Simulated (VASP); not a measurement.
Write the native input for VASP 6.6.1 that does the following.

```
Task                   : single point
Functional             : PBEsol
Potentials or basis    : VASP PAW PBE potentials, release 64 (Ag, Cl)
Cutoff                 : 520 eV
k mesh                 : 8 × 8 × 8
Occupations            : gaussian, width 0.05 eV
Spin                   : no spin polarisation
Dipole correction      : no
Further INCAR settings : ALGO = Normal; EDIFF = 1e-06; NBANDS = 16
```

The structure of AgCl lies in POSCAR:

```
AgCl
1.0
    0.0000000000      2.8147472500      2.6899555000
    2.8147472500      0.0000000000      2.6899555000
    2.8147472500      2.8147472500      0.0000000000
Ag Cl
1 1
Direct
    0.5000000000      0.5000000000      0.5000000000
    0.0000000000      0.0000000000      0.0000000000
```

This cell differs from its parent crystal: strain +0.015 along x and y, -0.030 along z.

One way to write it, as run:

INCAR

```
SYSTEM = AgCl
PREC = Accurate ; ENCUT = 520
EDIFF = 1E-6 ; ISMEAR = 0
SIGMA = 0.05 ; LREAL = .FALSE.
LASPH = .TRUE. ; NELM = 60
ALGO = Normal ; ISIF = 2
LWAVE = .FALSE. ; LCHARG = .FALSE.
GGA = PS ; NBANDS = 16
```

KPOINTS

```
Automatic mesh
0
G
  8 8 8
  0 0 0
```

Potentials or basis: VASP PAW PBE potentials, release 64 (Ag, Cl).

Run with:

```bash
$ cat potpaw_PBE.64/Ag/POTCAR potpaw_PBE.64/Cl/POTCAR > POTCAR
$ mpirun -np 1 vasp_std > vasp.out
```

It gave:

```
Pressure               : -2.5 GPa
Band gap on the k mesh : 0.61 eV, indirect (least direct gap 3.03 eV)
```

Caveat: the cell differs from its parent crystal (strain +0.015 along x and y, -0.030 along z); the PAW data sets were made with another functional, which shifts forces and pressure a little.

It took 21 s on 1 thread of Intel(R) Xeon(R) Platinum 8488C (Sapphire Rapids) (shared host), peak memory 0.19 GiB.
